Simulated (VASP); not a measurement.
# TiAl (P4/mmm) in VASP: further runs, part 2 of 2

VASP 6.6.1.

**3. Single point, PBEsol (14.88 Å³/atom)**

File INCAR:

```
SYSTEM = TiAl
PREC = Accurate
ENCUT = 500
EDIFF = 1E-6
ISMEAR = 0
SIGMA = 0.15
LREAL = .FALSE.
LASPH = .TRUE.
NELM = 120
ALGO = Normal
ISIF = 2
LWAVE = .FALSE.
LCHARG = .FALSE.
GGA = PS
NBANDS = 14
GGA_COMPAT = .FALSE.
```

File KPOINTS:

```
Automatic mesh
0
G
  16 16 16
  0 0 0
```

File POSCAR:

```
TiAl
1.0
    2.8247617667      0.0000000000      0.0000000000
    0.0000000000      2.8247617667      0.0000000000
    0.0000000000      0.0000000000      3.7306628652
Ti Al
1 1
Direct
    0.0000000000      0.0000000000      0.0000000000
    0.5000000000      0.5000000000      0.5000000000
```

Potentials or basis: VASP PAW PBE potentials, release 64 (Ti_sv, Al).

On the command line:

```sh
cat potpaw_PBE.64/Ti_sv/POTCAR potpaw_PBE.64/Al/POTCAR > POTCAR
mpirun -np 1 vasp_std > vasp.out
```

OUTCAR:

```text
SYSTEM = TiAl
   PREC = Accurate
   ENCUT = 500
   EDIFF = 1E-6
   ISMEAR = 0
   LREAL = .FALSE.
   LASPH = .TRUE.
   NELM = 120
   ISIF = 2
   GGA = PS

 ion  position               nearest neighbor table
   1  0.000  0.000  0.000-   2 2.73   2 2.73   2 2.73   2 2.73   2 2.73   2 2.73   2 2.73   2 2.73

   2  0.500  0.500  0.500-   1 2.73   1 2.73   1 2.73   1 2.73   1 2.73   1 2.73   1 2.73   1 2.73

  LATTYP: Found a simple tetragonal cell.
 ALAT       =     2.8247617667
 C/A-ratio  =     1.3207000000

  Lattice vectors:

 A1 = (   2.8247617667,   0.0000000000,   0.0000000000)
 A2 = (   0.0000000000,   2.8247617667,   0.0000000000)
 A3 = (   0.0000000000,   0.0000000000,   3.7306628652)

Analysis of symmetry for initial positions (statically):
=====================================================================
 Subroutine PRICEL returns:
 Original cell was already a primitive cell.

 Routine SETGRP: Setting up the symmetry group for a
 simple tetragonal supercell.

 Subroutine GETGRP returns: Found 16 space group operations
 (whereof 16 operations were pure point group operations)
 out of a pool of 16 trial point group operations.

The static configuration has the point symmetry D_4h.

Analysis of symmetry for dynamics (positions and initial velocities):
=====================================================================
 Subroutine PRICEL returns:
 Original cell was already a primitive cell.

 Routine SETGRP: Setting up the symmetry group for a
 simple tetragonal supercell.

 Subroutine GETGRP returns: Found 16 space group operations
 (whereof 16 operations were pure point group operations)
 out of a pool of 16 trial point group operations.

The dynamic configuration has the point symmetry D_4h.

 Subroutine INISYM returns: Found 16 space group operations
 (whereof 16 operations are pure point group operations),
 and found     1 'primitive' translations

----------------------------------------------------------------------------------------

                                     Primitive cell

  volume of cell :      29.7680

  direct lattice vectors                    reciprocal lattice vectors
     2.824761767  0.000000000  0.000000000     0.354012155  0.000000000  0.000000000
     0.000000000  2.824761767  0.000000000     0.000000000  0.354012155  0.000000000
     0.000000000  0.000000000  3.730662865     0.000000000  0.000000000  0.268048879

  length of vectors
     2.824761767  2.824761767  3.730662865     0.354012155  0.354012155  0.268048879

  position of ions in fractional coordinates (direct lattice)
     0.000000000  0.000000000  0.000000000
     0.500000000  0.500000000  0.500000000

  ion indices of the primitive-cell ions
   primitive index   ion index
                 1           1
                 2           2

----------------------------------------------------------------------------------------

 KPOINTS: Automatic mesh

Automatic generation of k-mesh.
 Grid dimensions read from file:
 generate k-points for:   16   16   16

 Generating k-lattice:

  Cartesian coordinates                     Fractional coordinates (reciprocal lattice)
     0.022125760  0.000000000  0.000000000     0.062500000  0.000000000  0.000000000
     0.000000000  0.022125760  0.000000000     0.000000000  0.062500000  0.000000000
     0.000000000  0.000000000  0.016753055     0.000000000  0.000000000  0.062500000

[... 41 lines left out ...]
   dimension x,y,z NGX =    24 NGY =   24 NGZ =   28
   dimension x,y,z NGXF=    48 NGYF=   48 NGZF=   56
   ions per type =               1   1
   NGX,Y,Z   is equivalent  to a cutoff of  14.12, 14.12, 12.48 a.u.
   NGXF,Y,Z  is equivalent  to a cutoff of  28.25, 28.25, 24.95 a.u.
 SYSTEM =  TiAl
   PREC   = accura    normal or accurate (medium, high low for compatibility)
   ISTART =      0    job   : 0-new  1-cont  2-samecut
   ICHARG =      2    charge: 1-file 2-atom 10-const
   ISPIN  =      1    spin polarized calculation?
   LNONCOLLINEAR =      F non collinear calculations
   LSORBIT =      F    spin-orbit coupling
   LASPH  =      T    aspherical Exc in radial PAW
   ENCUT  =  500.0 eV  36.75 Ry    6.06 a.u.   5.15  5.15  6.80*2*pi/ulx,y,z
   NELM   =    120;   NELMIN=  2; NELMDL= -5     # of ELM steps
   EDIFF  = 0.1E-05   stopping-criterion for ELM
   LREAL  =      F    real-space projection
   EDIFFG = 0.1E-04   stopping-criterion for IOM
   NSW    =      0    number of steps for IOM
   IBRION =     -1    ionic relax: 0-MD 1-quasi-New 2-CG
   NFREE  =      0    steps in history (QN), initial steepest desc. (CG)
   ISIF   =      2    stress and relaxation
   ISYM   =      2    0-nonsym 1-usesym 2-fastsym
   POTIM  = 0.5000    time-step for ionic-motion
   TEBEG  =    0.0;   TEEND  =   0.0 temperature during run
   PSTRESS=    0.0 pullay stress
   NELECT =      15.0000    total number of electrons
   NUPDOWN=      -1.0000    fix difference up-down
   EMIN   =  10.00;   EMAX   =-10.00  energy-range for DOS
   EFERMI =   0.00;   METHOD = LEGACY
   ISMEAR =     0;   SIGMA  =   0.15  broadening in eV -4-tet -1-fermi 0-gaus
   EFERMI_NEDOS =   21; number of points for ismear=-14 and -15
   IALGO  =     38    algorithm
   IMIX   =      4    mixing-type and parameters
     AMIX     =   0.40;   BMIX     =  1.00
     AMIX_MAG =   1.60;   BMIX_MAG =  1.00
  volume/ion in A,a.u.               =      14.88       100.44
  Fermi-wavevector in a.u.,A,eV,Ry     =   1.302733  2.461808 23.090623  1.697113
  Thomas-Fermi vector in A             =   2.433781
   LORBIT       =      0    0 simple, 1 ext, 2 COOP (PROOUT), +10 PAW based schemes
   GGA     = PS    functional components
   LHFCALC =     F    Hartree Fock is set to
   AEXX    =    0.0000 exact exchange contribution
   IVDW    =     0    specifies the selected vdW correction
   LEPSILON=     F    determine dielectric tensor
   LRPA    =     F    only Hartree local field effects (RPA)
 non-spin polarized calculation
 Gauss-broadening in eV      SIGMA  =   0.15
  energy-cutoff  :      500.00
  volume of cell :       29.77
 maximum number of plane-waves:       776
 NGX is ok and might be reduce to    24
   NGX = 11   NGY = 11   NGZ = 13

 number of electron      14.9999994 magnetization

 Free energy of the ion-electron system (eV)
  ---------------------------------------------------
  ext. energy  EPLUGINS =         0.00000000
  ---------------------------------------------------
  free energy    TOTEN  =       -13.18281620 eV

  energy without entropy =      -13.16324629  energy(sigma->0) =      -13.17303125

 E-fermi :   9.2011     XC(G=0): -11.5188

 val. band max:        9.2002273853   @ k =   0.5000   0.1250   0.0000
 cond. band min:       9.2197713718   @ k =   0.3125   0.1250   0.5000
 fundamental gap:      0.0195439865
 Fermi energy:         9.2010953809

 k-point     1 :       0.0000    0.0000    0.0000
  band No.  band energies     occupation
      1     -47.0379      2.00000
      2     -23.5337      2.00000
      3     -23.1179      2.00000
      4     -23.1179      2.00000
      5      -0.1991      2.00000
      6       7.2999      2.00000
      7       8.1737      2.00000
      8       9.9483      0.00000
      9      11.3842      0.00000
     10      11.3842      0.00000
     11      12.4906      0.00000
     12      16.9985      0.00000
     13      17.1659      0.00000
     14      17.1659      0.00000
[... 377 lines left out ...]
      1     -46.9687      2.00000
      2     -23.6060      2.00000
      3     -23.4652      2.00000
      4     -23.1438      2.00000
      5       4.4522      2.00000
      6       4.5871      2.00000
      7       7.8466      2.00000
      8       9.2002      1.00653
      9      10.2344      0.00000
     10      11.1049      0.00000
     11      13.7652      0.00000
     12      15.8707      0.00000
     13      16.3906      0.00000
     14      18.0455      0.00000

 [... further k-points ...]

------------------------ aborting loop because EDIFF is reached ----------------------------------------

  FORCE on cell =-STRESS in cart. coord.  units (eV):
  Direction    XX          YY          ZZ          XY          YZ          ZX
  --------------------------------------------------------------------------------------
  -------------------------------------------------------------------------------------
  Total        1.0492077      1.0492077      2.1251131      0.0000000     -0.0000000      0.0000000
  in kB       56.4706000     56.4706000    114.3781260      0.0000000     -0.0000000      0.0000000
  external PRESSURE =      75.7731087 kB  Pullay stress =       0.0000000 kB

 VOLUME and BASIS-vectors are now :
 -----------------------------------------------------------------------------
  energy-cutoff  :      500.00
  volume of cell :       29.77
      direct lattice vectors                 reciprocal lattice vectors
     2.824761767  0.000000000  0.000000000     0.354012155  0.000000000  0.000000000
     0.000000000  2.824761767  0.000000000     0.000000000  0.354012155  0.000000000
     0.000000000  0.000000000  3.730662865     0.000000000  0.000000000  0.268048879

 POSITION                                       TOTAL-FORCE (eV/Angst)
 -----------------------------------------------------------------------------------
      0.00000      0.00000      0.00000         0.000000      0.000000      0.000000
      1.41238      1.41238      1.86533         0.000000      0.000000      0.000000
 -----------------------------------------------------------------------------------
    total drift:                               -0.000000      0.000000      0.000000

  FREE ENERGIE OF THE ION-ELECTRON SYSTEM (eV)
  ---------------------------------------------------
  free  energy   TOTEN  =       -13.1828161970 eV

  energy  without entropy=      -13.1632462931  energy(sigma->0) =      -13.17303125
```

stdout:

```text
POSCAR found type information on POSCAR TiAl
 POSCAR found :  2 types and       2 ions
 scaLAPACK will be used
 -----------------------------------------------------------------------------
|                                                                             |
|                                                                             |
|     You enforced a specific xc type in the INCAR file but a different       |
|     I HOPE YOU KNOW WHAT YOU ARE DOING!                                     |
|                                                                             |
 -----------------------------------------------------------------------------

 LDA part: xc-table for (Slater+PW92), standard interpolation
 POSCAR, INCAR and KPOINTS ok, starting setup
 FFT: planning ... GRIDC
 FFT: planning ... GRID_SOFT
 FFT: planning ... GRID
 WAVECAR not read
 entering main loop
```

It took 3.2 min on 1 thread of Intel Xeon 8259CL, shared host; peak memory 0.28 GiB.

What came out:

| Property | Result |
| --- | --- |
| Free energy | -13.1828 eV |
| Pressure | 7.6 GPa |
| Band gap on the k mesh | zero (an odd number of electrons rules out a gap without spin polarisation) |

Stress tensor (GPa, compression positive):
```
 5.65  0.00  0.00
 0.00  5.65  0.00
 0.00  0.00 11.44
```

Caveat: the cell stands under pressure; the PAW data sets were made with another functional, which shifts forces and pressure a little.
